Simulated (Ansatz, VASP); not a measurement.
# TiO2 in VASP and in Ansatz

```
CELL_PARAMETERS angstrom
4.59400 0.04594 0.04594
0.04594 4.59400 0.04594
0.02959 0.02959 2.95900
ATOMIC_POSITIONS crystal
Ti 0.00000 0.00000 0.00000
Ti 0.50000 0.50000 0.50000
O 0.30600 0.30600 0.00000
O 0.19400 0.80600 0.50000
O 0.69400 0.69400 0.00000
O 0.80600 0.19400 0.50000
```

Change from the starting cell: equal xy, yz and zx shear strains of +2 %, crystal datasets.

Alike in both runs: task electric field gradients; functional PBE; k mesh 7 × 7 × 10; occupations fermi-dirac, width 0.05 eV; no spin polarisation.

```csv
,VASP,Ansatz
version,VASP 6.6.1,Ansatz 0.2.0
potentials or method,"VASP PAW PBE potentials, release 64 (Ti_sv, O), cutoff 520 eV","all-electron PAW with datasets made for the crystal, scalar-relativistic"
```

```csv
,VASP,Ansatz,Ansatz less VASP
gap on the k mesh at the Fermi level (eV),1.91,1.93,+0.020
pressure (GPa),6.4,5.7,-0.70
"traceless stress, the component that is largest in VASP (GPa)",-4.46,-4.42,+0.042
rms of the force components (eV/Å),0.147,0.133,-0.0139
size of Vzz on the site where it differs most (V/Å²),19.1,19.6,+0.54
```

Atom by atom the forces differ by 0.014 eV/Å (rms over components). Ansatz ran all-electron here, and VASP with PAW potentials.
